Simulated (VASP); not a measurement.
Input of a VASP 6.6.1 run:

Contents of INCAR:

```
  PREC = Accurate
  ENCUT = 520
  EDIFF = 1E-6
  ISMEAR = 0
  SIGMA = 0.05
  LREAL = False
  LASPH = True
  NELM = 80
  ALGO = Normal
  ISIF = 2
  LWAVE = False
  LCHARG = True
  GGA = PS
  LELF = True
  LVHAR = True
  NBANDS = 16
```

File KPOINTS:

```
Automatic mesh
0
Gamma
  12 12 4
```

Contents of POSCAR:

```
BN
1.0
    2.6437589137      0.0000000000      0.0000000000
   -1.3218794569      2.2895623807      0.0000000000
    0.0000000000      0.0000000000      6.2983546675
B N
2 2
Direct
    0.3333333333      0.6666666667      0.2500000000
    0.6666666667      0.3333333333      0.7500000000
    0.3333333333      0.6666666667      0.7500000000
    0.6666666667      0.3333333333      0.2500000000
```

Potentials or basis: VASP PAW PBE potentials, release 64 (B, N).

Command:

```sh
$ cat potpaw_PBE.64/B/POTCAR potpaw_PBE.64/N/POTCAR > POTCAR
$ mpirun -np 1 vasp_std > vasp.out
```

Task: Estimate the band gap on the k mesh.

Result: 3.78 eV, indirect (least direct gap 4.02 eV).

Task: What does it give for the pressure?

Result: -31.3 GPa.

Stress tensor (GPa, compression positive):
```
-47.86   0.00   0.00
  0.00 -47.86   0.00
  0.00   0.00   1.68
```

Caveat: the PAW data sets were made with another functional, which shifts forces and pressure a little; this functional lacks dispersion, which binds the layers, so the pressure and a relaxed spacing across them are unreliable. A k mesh can miss the band edges.
